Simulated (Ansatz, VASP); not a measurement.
Sb: VASP beside Ansatz

```
Sb
1.0
    -1.52005    1.52005    2.48000
     1.52005   -1.52005    2.48000
     1.52005    1.52005   -2.48000
Sb
1
Direct
  0.00000 0.00000 0.00000
```

Change from the starting cell: equal xx and yy strain of +1 %.

Alike in both runs: task single point; functional PBEsol; k mesh 19 × 19 × 19; occupations fermi-dirac, width 0.05 eV; no spin polarisation.

```csv
,VASP,Ansatz
version,VASP 6.6.1,Ansatz 0.2.0
potentials or method,"VASP PAW PBE potentials, release 64 (Sb), cutoff 520 eV","all-electron LAPW, scalar-relativistic"
```

|  | VASP | Ansatz | Ansatz less VASP |
| --- | --- | --- | --- |
| pressure (GPa) | 12.7 | 12.5 | -0.15 |
| traceless stress, the component that is largest in VASP (GPa) | -0.75 | -0.66 | +0.089 |

VASP's potentials were made for PBE, not for PBEsol. Ansatz ran all-electron here, and VASP with PAW potentials.

Spin-orbit coupling is off throughout.
